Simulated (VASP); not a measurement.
# CdS (pbe) (P6_3mc) in VASP: further runs

Runs on CdS (pbe). Level: PBE. Tasks: single point.

Program: VASP 6.6.1. These are calculated values, not measurements. Logs are shortened: lines on timing, memory, paths and dates and some standing lists are left out, and cuts for length are marked.

## 1. The cell of the first run

It takes space group P6_3mc (No. 186, hexagonal). The conventional cell has a = 4.196 Å, b = 4.196 Å, c = 6.830 Å, α = 90.00°, β = 90.00°, γ = 120.00°. Within 3.3 Å of Cd (site symmetry 3m) lie 4 S at 2.49 to 2.82 Å. Within 3.3 Å of S (site symmetry 3m) lie 4 Cd at 2.49 to 2.82 Å.

## 2. Single point, PBE

The input, INCAR:

```
SYSTEM = CdS
ALGO = Normal ; EDIFF = 1E-7
ENCUT = 520 ; GGA = PE
ISIF = 2 ; ISMEAR = 0
LASPH = .TRUE. ; LCHARG = .FALSE.
LREAL = .FALSE. ; LWAVE = .FALSE.
NBANDS = 26 ; NELM = 80
PREC = Accurate ; SIGMA = 0.01
```

The input, KPOINTS:

```
k-points
0
G
  9 9 4
  0 0 0
```

The input, POSCAR:

```
CdS
1.0
    4.1963020496      0.0000000000      0.0000000000
   -2.0981510248      3.6341041769      0.0000000000
    0.0000000000      0.0000000000      6.8304216542
Cd S
2 2
Direct
    0.3333333333      0.6666666667     -0.0182850296
    0.6666666667      0.3333333333      0.4817149704
    0.3333333333      0.6666666667      0.3952850296
    0.6666666667      0.3333333333      0.8952850296
```

Potentials or basis: VASP PAW PBE potentials, release 64 (Cd, S).

On the command line:

```bash
> cat potpaw_PBE.64/Cd/POTCAR potpaw_PBE.64/S/POTCAR > POTCAR
> mpirun -np 1 vasp_std > vasp.out
```

OUTCAR:

```text
SYSTEM = CdS
   EDIFF = 1E-7
   ENCUT = 520
   GGA = PE
   ISIF = 2
   ISMEAR = 0
   LASPH = .TRUE.
   LREAL = .FALSE.
   NELM = 80
   PREC = Accurate

 ion  position               nearest neighbor table
   1  0.333  0.667  0.982-   4 2.49   4 2.49   4 2.49   3 2.82
   2  0.667  0.333  0.482-   3 2.49   3 2.49   3 2.49   4 2.82
   3  0.333  0.667  0.395-   2 2.49   2 2.49   2 2.49   1 2.82
   4  0.667  0.333  0.895-   1 2.49   1 2.49   1 2.49   2 2.82

  LATTYP: Found a hexagonal cell.
 ALAT       =     4.1963020496
 C/A-ratio  =     1.6277240231

  Lattice vectors:

 A1 = (   4.1963020496,   0.0000000000,   0.0000000000)
 A2 = (  -2.0981510248,   3.6341041769,   0.0000000000)
 A3 = (   0.0000000000,   0.0000000000,   6.8304216542)

Analysis of symmetry for initial positions (statically):
=====================================================================
 Subroutine PRICEL returns:
 Original cell was already a primitive cell.

 Routine SETGRP: Setting up the symmetry group for a
 hexagonal supercell.

 Subroutine GETGRP returns: Found 12 space group operations
 (whereof  6 operations were pure point group operations)
 out of a pool of 24 trial point group operations.

The static configuration has the point symmetry C_3v.
 The point group associated with its full space group is C_6v.

Analysis of symmetry for dynamics (positions and initial velocities):
=====================================================================
 Subroutine PRICEL returns:
 Original cell was already a primitive cell.

 Routine SETGRP: Setting up the symmetry group for a
 hexagonal supercell.

 Subroutine GETGRP returns: Found 12 space group operations
 (whereof  6 operations were pure point group operations)
 out of a pool of 24 trial point group operations.

The dynamic configuration has the point symmetry C_3v.
 The point group associated with its full space group is C_6v.

 Subroutine INISYM returns: Found 12 space group operations
 (whereof  6 operations are pure point group operations),
 and found     1 'primitive' translations

----------------------------------------------------------------------------------------

                                     Primitive cell

  volume of cell :     104.1626

  direct lattice vectors                    reciprocal lattice vectors
[... 83 lines left out ...]
   ISTART =      0    job   : 0-new  1-cont  2-samecut
   ICHARG =      2    charge: 1-file 2-atom 10-const
   ISPIN  =      1    spin polarized calculation?
   LNONCOLLINEAR =      F non collinear calculations
   LSORBIT =      F    spin-orbit coupling
   LASPH  =      T    aspherical Exc in radial PAW
   ENCUT  =  520.0 eV  38.22 Ry    6.18 a.u.   7.80  7.80 12.70*2*pi/ulx,y,z
   NELM   =     80;   NELMIN=  2; NELMDL= -5     # of ELM steps
   EDIFF  = 0.1E-06   stopping-criterion for ELM
   LREAL  =      F    real-space projection
   EDIFFG = 0.1E-05   stopping-criterion for IOM
   NSW    =      0    number of steps for IOM
   IBRION =     -1    ionic relax: 0-MD 1-quasi-New 2-CG
   NFREE  =      0    steps in history (QN), initial steepest desc. (CG)
   ISIF   =      2    stress and relaxation
   ISYM   =      2    0-nonsym 1-usesym 2-fastsym
   POTIM  = 0.5000    time-step for ionic-motion
   TEBEG  =    0.0;   TEEND  =   0.0 temperature during run
   PSTRESS=    0.0 pullay stress
   NELECT =      36.0000    total number of electrons
   NUPDOWN=      -1.0000    fix difference up-down
   EMIN   =  10.00;   EMAX   =-10.00  energy-range for DOS
   EFERMI =   0.00;   METHOD = LEGACY
   ISMEAR =     0;   SIGMA  =   0.01  broadening in eV -4-tet -1-fermi 0-gaus
   EFERMI_NEDOS =   21; number of points for ismear=-14 and -15
   IALGO  =     38    algorithm
   IMIX   =      4    mixing-type and parameters
     AMIX     =   0.40;   BMIX     =  1.00
     AMIX_MAG =   1.60;   BMIX_MAG =  1.00
  volume/ion in A,a.u.               =      26.04       175.73
  Fermi-wavevector in a.u.,A,eV,Ry     =   1.148872  2.171054 17.958435  1.319908
  Thomas-Fermi vector in A             =   2.285545
   LORBIT       =      0    0 simple, 1 ext, 2 COOP (PROOUT), +10 PAW based schemes
   GGA     = PE    functional components
   LHFCALC =     F    Hartree Fock is set to
   AEXX    =    0.0000 exact exchange contribution
   IVDW    =     0    specifies the selected vdW correction
   LEPSILON=     F    determine dielectric tensor
   LRPA    =     F    only Hartree local field effects (RPA)
 non-spin polarized calculation
 Gauss-broadening in eV      SIGMA  =   0.01
  energy-cutoff  :      520.00
  volume of cell :      104.16
 maximum number of plane-waves:      2838
 NGX is ok and might be reduce to    32
   NGX = 15   NGY = 15   NGZ = 25

 number of electron      36.0000000 magnetization

 Free energy of the ion-electron system (eV)
  ---------------------------------------------------
  ext. energy  EPLUGINS =         0.00000000
  ---------------------------------------------------
  free energy    TOTEN  =       -12.11644364 eV

  energy without entropy =      -12.11644364  energy(sigma->0) =      -12.11644364

 E-fermi :   0.9151     XC(G=0):  -8.9103

 val. band max:        0.8722647277   @ k =   0.0000   0.0000   0.0000
 cond. band min:       2.1055479530   @ k =   0.0000   0.0000   0.0000
 fundamental gap:      1.2332832253
 Fermi energy:         0.9151174700

 k-point     1 :       0.0000    0.0000    0.0000
  band No.  band energies     occupation
      1     -11.2387      2.00000
      2     -10.8932      2.00000
      3      -6.7750      2.00000
      4      -6.7750      2.00000
      5      -6.7431      2.00000
      6      -6.7431      2.00000
[... 685 lines left out ...]
     25      10.0685      0.00000
     26      10.0685      0.00000

 [... further k-points ...]
[... 5 lines left out ...]
  --------------------------------------------------------------------------------------
  -------------------------------------------------------------------------------------
  Total        1.8812257      1.8812257     -1.3076559      0.0000000      0.0000000      0.0000000
  in kB       28.9360902     28.9360902    -20.1137209      0.0000000      0.0000000      0.0000000
  external PRESSURE =      12.5861532 kB  Pullay stress =       0.0000000 kB

 VOLUME and BASIS-vectors are now :
 -----------------------------------------------------------------------------
  energy-cutoff  :      520.00
  volume of cell :      104.16
      direct lattice vectors                 reciprocal lattice vectors
     4.196302050  0.000000000  0.000000000     0.238305057  0.137585489  0.000000000
    -2.098151025  3.634104177  0.000000000     0.000000000  0.275170978  0.000000000
     0.000000000  0.000000000  6.830421654     0.000000000  0.000000000  0.146403846

 POSITION                                       TOTAL-FORCE (eV/Angst)
 -----------------------------------------------------------------------------------
     -0.00000      2.42274      6.70553        -0.000000      0.000000      0.580922
      2.09815      1.21137      3.29032         0.000000      0.000000      0.580922
     -0.00000      2.42274      2.69996        -0.000000     -0.000000     -0.580922
      2.09815      1.21137      6.11517         0.000000      0.000000     -0.580922
 -----------------------------------------------------------------------------------
    total drift:                               -0.000000      0.000000     -0.000227

  FREE ENERGIE OF THE ION-ELECTRON SYSTEM (eV)
  ---------------------------------------------------
  free  energy   TOTEN  =       -12.1164436421 eV

  energy  without entropy=      -12.1164436421  energy(sigma->0) =      -12.11644364
```

Run time: 51 s. Hardware: 1 thread of AMD EPYC 9R45 (Zen 5), shared host; peak memory 0.23 GiB.

Results:

```
Free energy            : -12.1164 eV
Pressure               : 1.3 GPa
Largest force          : 0.581 eV/Å
Band gap on the k mesh : 1.23 eV, direct
```

Forces in eV/Å, atoms in the order of the input:
```
Cd   0.000  0.000  0.581
Cd   0.000  0.000  0.581
S    0.000  0.000 -0.581
S    0.000  0.000 -0.581
```

Stress tensor (GPa, compression positive):
```
 2.89  0.00  0.00
 0.00  2.89  0.00
 0.00  0.00 -2.01
```

A hybrid or GW would open this gap; PBE tends to underestimate it.

## 3. Single point, PBE

The input, INCAR:

```
SYSTEM = CdS
PREC = Accurate
ENCUT = 520
EDIFF = 1E-7
ISMEAR = 0
SIGMA = 0.01
LREAL = .FALSE.
LASPH = .TRUE.
NELM = 80
ALGO = Normal
ISIF = 2
LWAVE = .FALSE.
LCHARG = .FALSE.
GGA = PE
NBANDS = 26
```

The input, KPOINTS:

```
Automatic mesh
0
G
  9 9 4
  0 0 0
```

The input, POSCAR:

```
CdS
1.0
    4.1963020496      0.0000000000      0.0000000000
   -2.0981510248      3.6341041769      0.0000000000
    0.0000000000      0.0000000000      6.8304216542
Cd S
2 2
Direct
    0.3333333333      0.6666666667     -0.0275453804
    0.6666666667      0.3333333333      0.4724546196
    0.3333333333      0.6666666667      0.4045453804
    0.6666666667      0.3333333333      0.9045453804
```

Potentials or basis: VASP PAW PBE potentials, release 64 (Cd, S).

On the command line:

```bash
> cat potpaw_PBE.64/Cd/POTCAR potpaw_PBE.64/S/POTCAR > POTCAR
> mpirun -np 1 vasp_std > vasp.out
```

OUTCAR:

```text
SYSTEM = CdS
   PREC = Accurate
   ENCUT = 520
   EDIFF = 1E-7
   ISMEAR = 0
   LREAL = .FALSE.
   LASPH = .TRUE.
   NELM = 80
   ISIF = 2
   GGA = PE

 ion  position               nearest neighbor table
   1  0.333  0.667  0.972-   4 2.47   4 2.47   4 2.47   3 2.95
   2  0.667  0.333  0.472-   3 2.47   3 2.47   3 2.47   4 2.95
   3  0.333  0.667  0.405-   2 2.47   2 2.47   2 2.47   1 2.95
   4  0.667  0.333  0.905-   1 2.47   1 2.47   1 2.47   2 2.95

  LATTYP: Found a hexagonal cell.
 ALAT       =     4.1963020496
 C/A-ratio  =     1.6277240231

  Lattice vectors:

 A1 = (   4.1963020496,   0.0000000000,   0.0000000000)
 A2 = (  -2.0981510248,   3.6341041769,   0.0000000000)
 A3 = (   0.0000000000,   0.0000000000,   6.8304216542)

Analysis of symmetry for initial positions (statically):
=====================================================================
 Subroutine PRICEL returns:
 Original cell was already a primitive cell.

 Routine SETGRP: Setting up the symmetry group for a
 hexagonal supercell.

 Subroutine GETGRP returns: Found 12 space group operations
 (whereof  6 operations were pure point group operations)
 out of a pool of 24 trial point group operations.

The static configuration has the point symmetry C_3v.
 The point group associated with its full space group is C_6v.

Analysis of symmetry for dynamics (positions and initial velocities):
=====================================================================
 Subroutine PRICEL returns:
 Original cell was already a primitive cell.

 Routine SETGRP: Setting up the symmetry group for a
 hexagonal supercell.

 Subroutine GETGRP returns: Found 12 space group operations
 (whereof  6 operations were pure point group operations)
 out of a pool of 24 trial point group operations.

The dynamic configuration has the point symmetry C_3v.
[... 116 lines left out ...]
   NUPDOWN=      -1.0000    fix difference up-down
   EMIN   =  10.00;   EMAX   =-10.00  energy-range for DOS
   EFERMI =   0.00;   METHOD = LEGACY
   ISMEAR =     0;   SIGMA  =   0.01  broadening in eV -4-tet -1-fermi 0-gaus
   EFERMI_NEDOS =   21; number of points for ismear=-14 and -15
   IALGO  =     38    algorithm
   IMIX   =      4    mixing-type and parameters
     AMIX     =   0.40;   BMIX     =  1.00
     AMIX_MAG =   1.60;   BMIX_MAG =  1.00
  volume/ion in A,a.u.               =      26.04       175.73
  Fermi-wavevector in a.u.,A,eV,Ry     =   1.148872  2.171054 17.958435  1.319908
  Thomas-Fermi vector in A             =   2.285545
   LORBIT       =      0    0 simple, 1 ext, 2 COOP (PROOUT), +10 PAW based schemes
   GGA     = PE    functional components
   LHFCALC =     F    Hartree Fock is set to
   AEXX    =    0.0000 exact exchange contribution
   IVDW    =     0    specifies the selected vdW correction
   LEPSILON=     F    determine dielectric tensor
   LRPA    =     F    only Hartree local field effects (RPA)
 non-spin polarized calculation
 Gauss-broadening in eV      SIGMA  =   0.01
  energy-cutoff  :      520.00
  volume of cell :      104.16
 maximum number of plane-waves:      2838
 NGX is ok and might be reduce to    32
   NGX = 15   NGY = 15   NGZ = 25

 number of electron      36.0000000 magnetization

 Free energy of the ion-electron system (eV)
  ---------------------------------------------------
  ext. energy  EPLUGINS =         0.00000000
  ---------------------------------------------------
  free energy    TOTEN  =       -11.96242009 eV

  energy without entropy =      -11.96242009  energy(sigma->0) =      -11.96242009

 E-fermi :   0.9026     XC(G=0):  -8.9055

 val. band max:        0.8601192882   @ k =   0.0000   0.0000   0.0000
 cond. band min:       2.1519830961   @ k =   0.0000   0.0000   0.0000
 fundamental gap:      1.2918638080
 Fermi energy:         0.9025901324

 k-point     1 :       0.0000    0.0000    0.0000
  band No.  band energies     occupation
      1     -11.2900      2.00000
      2     -10.9591      2.00000
      3      -6.8610      2.00000
      4      -6.8610      2.00000
      5      -6.8435      2.00000
      6      -6.8435      2.00000
[... 685 lines left out ...]
     25      10.0428      0.00000
     26      10.0429      0.00000

 [... further k-points ...]
[... 5 lines left out ...]
  --------------------------------------------------------------------------------------
  -------------------------------------------------------------------------------------
  Total        2.6793773      2.6793773     -1.3486755      0.0000000      0.0000000      0.0000000
  in kB       41.2128666     41.2128666    -20.7446643      0.0000000      0.0000000      0.0000000
  external PRESSURE =      20.5603563 kB  Pullay stress =       0.0000000 kB

 VOLUME and BASIS-vectors are now :
 -----------------------------------------------------------------------------
  energy-cutoff  :      520.00
  volume of cell :      104.16
      direct lattice vectors                 reciprocal lattice vectors
     4.196302050  0.000000000  0.000000000     0.238305057  0.137585489  0.000000000
    -2.098151025  3.634104177  0.000000000     0.000000000  0.275170978  0.000000000
     0.000000000  0.000000000  6.830421654     0.000000000  0.000000000  0.146403846

 POSITION                                       TOTAL-FORCE (eV/Angst)
 -----------------------------------------------------------------------------------
     -0.00000      2.42274      6.64228         0.000000      0.000000      0.616030
      2.09815      1.21137      3.22706         0.000000      0.000000      0.616030
     -0.00000      2.42274      2.76322         0.000000      0.000000     -0.616030
      2.09815      1.21137      6.17843        -0.000000      0.000000     -0.616030
 -----------------------------------------------------------------------------------
    total drift:                               -0.000000     -0.000000     -0.000152

  FREE ENERGIE OF THE ION-ELECTRON SYSTEM (eV)
  ---------------------------------------------------
  free  energy   TOTEN  =       -11.9624200921 eV

  energy  without entropy=      -11.9624200921  energy(sigma->0) =      -11.96242009
```

OSZICAR:

```text
N       E                     dE             d eps       ncg     rms          rms(c)
DAV:   1     0.246892356005E+03    0.24689E+03   -0.17431E+04  1872   0.126E+03
DAV:   2     0.104224932058E+01   -0.24585E+03   -0.23712E+03  2020   0.317E+02
DAV:   3    -0.129906722029E+02   -0.14033E+02   -0.13942E+02  2286   0.753E+01
DAV:   4    -0.131427694457E+02   -0.15210E+00   -0.15193E+00  2090   0.751E+00
DAV:   5    -0.131451065194E+02   -0.23371E-02   -0.23370E-02  2220   0.948E-01    0.112E+01
DAV:   6    -0.119863514884E+02    0.11588E+01   -0.20782E+00  2436   0.148E+01    0.884E+00
DAV:   7    -0.119664610193E+02    0.19890E-01   -0.81246E-01  1940   0.474E+00    0.407E+00
DAV:   8    -0.119638688480E+02    0.25922E-02   -0.10092E-01  2068   0.316E+00    0.559E-01
DAV:   9    -0.119620578651E+02    0.18110E-02   -0.18819E-02  2028   0.168E+00    0.172E-01
DAV:  10    -0.119622256129E+02   -0.16775E-03   -0.15589E-03  2074   0.398E-01    0.117E-01
DAV:  11    -0.119623257291E+02   -0.10012E-03   -0.21114E-04  2164   0.923E-02    0.102E-01
DAV:  12    -0.119624179085E+02   -0.92179E-04   -0.14827E-04  1924   0.548E-02    0.464E-02
DAV:  13    -0.119624185047E+02   -0.59620E-06   -0.17615E-05  2222   0.337E-02    0.655E-03
DAV:  14    -0.119624198863E+02   -0.13817E-05   -0.16548E-06  1986   0.119E-02    0.333E-03
DAV:  15    -0.119624201674E+02   -0.28113E-06   -0.10534E-06  1942   0.567E-03    0.441E-03
DAV:  16    -0.119624200921E+02    0.75389E-07   -0.97882E-08  1684   0.230E-03
   1 F= -.11962420E+02 E0= -.11962420E+02  d E =-.510736E-12
```

stdout:

```text
POSCAR found type information on POSCAR CdS
 POSCAR found :  2 types and       4 ions
 scaLAPACK will be used
 LDA part: xc-table for (Slater+PW92), standard interpolation
 POSCAR, INCAR and KPOINTS ok, starting setup
 FFT: planning ... GRIDC
 FFT: planning ... GRID_SOFT
 FFT: planning ... GRID
 WAVECAR not read
 entering main loop
```

It took 47 s on 1 thread of AMD EPYC 9R45 (Zen 5), shared host; peak memory 0.23 GiB.

What came out:

```
Free energy            : -11.9624 eV
Pressure               : 2.1 GPa
Largest force          : 0.616 eV/Å
Band gap on the k mesh : 1.29 eV, direct
```

Forces in eV/Å, atoms in the order of the input:
```
Cd   0.000  0.000  0.616
Cd   0.000  0.000  0.616
S    0.000  0.000 -0.616
S    0.000  0.000 -0.616
```

As with any semilocal functional, this PBE gap is likely too small.
